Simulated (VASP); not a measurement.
Input of a VASP 6.6.1 run:

Contents of INCAR:

```
SYSTEM = LiBe16
ALGO     = Normal         ! electronic algorithm
EDIFF    = 1E-6           ! SCF threshold, eV
ENCUT    = 520            ! plane-wave cutoff, eV
GGA      = PE             ! functional
ISIF     = 2              ! what is computed and relaxed
ISMEAR   = 0              ! smearing method
LASPH    = .True.         ! aspherical terms in the spheres
LCHARG   = .True.         ! write CHGCAR
LELF     = .True.         ! ELF
LREAL    = Auto         
LVHAR    = .True.       
LWAVE    = .False.        ! write WAVECAR
NBANDS   = 32             ! bands
NELM     = 80             ! most SCF steps
PREC     = Accurate       ! precision mode
SIGMA    = 0.1            ! smearing width, eV
```

File KPOINTS:

```
k-points
0
Gamma
  4 4 3
  0 0 0
```

POSCAR

```
LiBe16
1.0
   -2.2900000000     -3.9663960000      0.0000000000
    3.4350000000     -1.9831980000      0.0000000000
    0.0000000000      0.0000000000      7.1768600000
Be Li
16 1
Direct
    0.7526270270      0.5001589205      0.0299966838
    0.5054962871      0.3444429396      0.2621142115
    0.7565032983      0.4595690111      0.5301322584
    0.5275125105      0.3920246431      0.7943334550
    0.5017406504     -0.0097560147     -0.0086149096
    0.2546669814      0.8464580458      0.2428387902
    0.5394240265     -0.0251161512      0.4647889188
    0.2279418581      0.7654043246      0.7730181444
    0.2456012238      0.4871673370      0.0212041199
   -0.0014272379      0.3434356987      0.2729155926
    0.2728947123      0.5678084108      0.4907140449
   -0.0396470672      0.3596766277      0.7998727856
   -0.0051306878     -0.0110370524      0.0018671118
    0.7475109662      0.8337828566      0.2344206241
   -0.0270319163     -0.0588305934      0.4698071301
    0.7440119156      0.8741916410      0.7342401830
    0.2494353673      0.1672069843      0.6324014959
```

Potentials or basis: VASP PAW PBE potentials, release 64 (Be, Li_sv).

The run is started by

```console
$ cat potpaw_PBE.64/Be/POTCAR potpaw_PBE.64/Li_sv/POTCAR > POTCAR
$ mpirun -np 1 vasp_std > vasp.out
```

(1) Estimate the largest force.

(2) Predict the band gap on the k mesh.

## Answers

(1) 0.082 eV/Å.

(2) zero (an odd number of electrons rules out a gap without spin polarisation).

Caveat: the k points lie up to 0.40 Å⁻¹ apart, too coarse for converged energies and pressures of a metal.
